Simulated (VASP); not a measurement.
Input of a VASP 6.6.1 run:

The input INCAR:

```
PREC = Accurate
ENCUT = 650
EDIFF = 1E-6
ISMEAR = 0
SIGMA = 0.01
LREAL = F
LASPH = T
NELM = 120
ALGO = Normal
ISIF = 2
LWAVE = F
LCHARG = F
LDIPOL = T
IDIPOL = 3
DIPOL = 0.5 0.5 0.294
GGA = PE
NBANDS = 9
GGA_COMPAT = F
NELMDL = -8
```

KPOINTS

```
regular mesh
0
Gamma
  10 10 1
```

Contents of POSCAR:

```
LiH
1.0
    2.6905426333      0.0000000000      0.0000000000
    0.0000000000      2.6905426333      0.0000000000
    0.0000000000      0.0000000000     23.8000000000
Li H
1 1
Direct
    0.5000000000      0.5000000000      0.2941176471
    0.0000000000      0.0000000000      0.2941176471
```

Potentials or basis: VASP PAW PBE potentials, release 64 (Li_sv, H).

The run is started by

```sh
$ cat potpaw_PBE.64/Li_sv/POTCAR potpaw_PBE.64/H/POTCAR > POTCAR
$ mpirun -np 1 vasp_std > vasp.out
```

Problem. Estimate the band gap on the k mesh.

Solution. 1.15 eV, indirect (least direct gap 4.94 eV).
